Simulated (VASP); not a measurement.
Write the native input for VASP 6.6.1 that does the following.

```yaml
Task: single point
Functional: PBE
Potentials_or_basis: VASP PAW PBE potentials, release 64 (Al, Co)
Cutoff: 520 eV
k_mesh: 22 × 22 × 22
Occupations: gaussian, width 0.15 eV
Spin: no spin polarisation
Dipole_correction: no
Further_INCAR_settings: ALGO = Fast; EDIFF = 1e-07; NBANDS = 13
```

The structure of AlCo lies in POSCAR:

```
AlCo
1.0
    2.7663453371      0.0000000000      0.0000000000
    0.0000000000      2.7663453371      0.0000000000
    0.0000000000      0.0000000000      2.8519024094
Al Co
1 1
Direct
    0.0000000000      0.0000000000      0.0000000000
    0.5000000000      0.5000000000      0.5000000000
```

This cell differs from its parent crystal: strain -0.0300 x Voigt [1, 1, 0, 0, 0, 0].

These files were run (other wordings do the same):

INCAR

```
PREC = Accurate
ENCUT = 520
EDIFF = 1E-7
ISMEAR = 0
SIGMA = 0.15
LREAL = False
LASPH = True
NELM = 60
ALGO = Fast
ISIF = 2
LWAVE = False
LCHARG = False
GGA = PE
NBANDS = 13
```

KPOINTS

```
Automatic mesh
0
Gamma
  22 22 22
```

Potentials or basis: VASP PAW PBE potentials, release 64 (Al, Co).

Launch:

```sh
$ cat potpaw_PBE.64/Al/POTCAR potpaw_PBE.64/Co/POTCAR > POTCAR
$ mpirun -np 1 vasp_std > vasp.out
```

Results of the run:

| Item | Value |
| --- | --- |
| Pressure | 12.2 GPa |
| Band gap on the k mesh | zero (bands 6 and 7 overlap by 2.60 eV) |

Caveat: the cell differs from its parent crystal (strain -0.0300 x Voigt [1, 1, 0, 0, 0, 0]); the cell stands under pressure; the run has no spin polarisation, though such a crystal can be magnetic.

It took 3.8 min on 1 thread of AMD EPYC 7R13 Processor (Zen 3), with other jobs on the host, peak memory 0.35 GiB.
